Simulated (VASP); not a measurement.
Input of a VASP 6.6.1 run:

The input INCAR:

```
ALGO = Normal
EDIFF = 1E-7
ENCUT = 520
GGA = PE
ISIF = 2
ISMEAR = 0
ISPIN = 2
LASPH = True
LCHARG = False
LMAXMIX = 4
LORBIT = 11
LREAL = False
LWAVE = False
MAGMOM = 1 0 0 0 0
NBANDS = 24
NELM = 150
PREC = Accurate
SIGMA = 0.1
```

The input KPOINTS:

```
k-points
0
Gamma
  6 6 6
```

POSCAR

```
ScAl4
1.0
   -3.3339846166      3.3339846166      1.9941837471
    3.3339846166     -3.3339846166      1.9941837471
    3.3339846166      3.3339846166     -1.9941837471
Sc Al
1 4
Direct
    0.5000000000      0.5000000000      0.0000000000
    0.3038806748      0.9023131498      0.2061938246
    0.0976868502      0.3038806748      0.4015675250
    0.9023131498      0.6961193252      0.5984324750
    0.6961193252      0.0976868502      0.7938061754
```

Potentials or basis: VASP PAW PBE potentials, release 64 (Sc_sv, Al).

Launch:

```sh
$ cat potpaw_PBE.64/Sc_sv/POTCAR potpaw_PBE.64/Al/POTCAR > POTCAR
$ mpirun -np 1 vasp_std > vasp.out
```

Problem. Predict the pressure.

Solution. 0.0 GPa.

Problem. Predict the net moment.

Solution. 0.00 μB per cell.

Problem. What does it give for the largest force?

Solution. 0.009 eV/Å.

Stress tensor (GPa, compression positive):
```
 0.07  0.00  0.00
 0.00  0.07  0.00
 0.00  0.00 -0.07
```
